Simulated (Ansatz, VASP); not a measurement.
Pt3PbC in VASP and in Ansatz

```
CELL_PARAMETERS angstrom
4.42400 0.00000 0.00000
0.00000 4.42400 0.00000
0.00000 0.00000 4.42400
ATOMIC_POSITIONS crystal
Pt 0.00000 0.50000 0.50000
Pt 0.50000 0.50000 0.00000
Pt 0.50000 0.00000 0.50000
Pb 0.00000 0.00000 0.00000
C 0.50000 0.50000 0.50000
```

Alike in both runs: task single point; functional r2SCAN; k mesh 5 × 5 × 5; occupations gaussian, width 0.15 eV; no spin polarisation.

|  | VASP | Ansatz |
| --- | --- | --- |
| version | VASP 6.6.1 | Ansatz 0.2.0 |
| potentials or method | VASP PAW PBE potentials, release 64 (Pt, Pb_d, C) | plane waves, norm-conserving potentials |
| plane-wave cutoff (eV) | 520 | 1200 |
| valence electrons in the cell | 48 | 72 |

|  | VASP | Ansatz | Ansatz less VASP |
| --- | --- | --- | --- |
| pressure (GPa) | -10.7 | -11.0 | -0.24 |

VASP's potentials were made for PBE, not for r2SCAN. VASP's potentials hold 48 valence electrons a cell and Ansatz's 72, so a difference there can come from the potentials and not from the codes.

Spin-orbit coupling is off throughout.
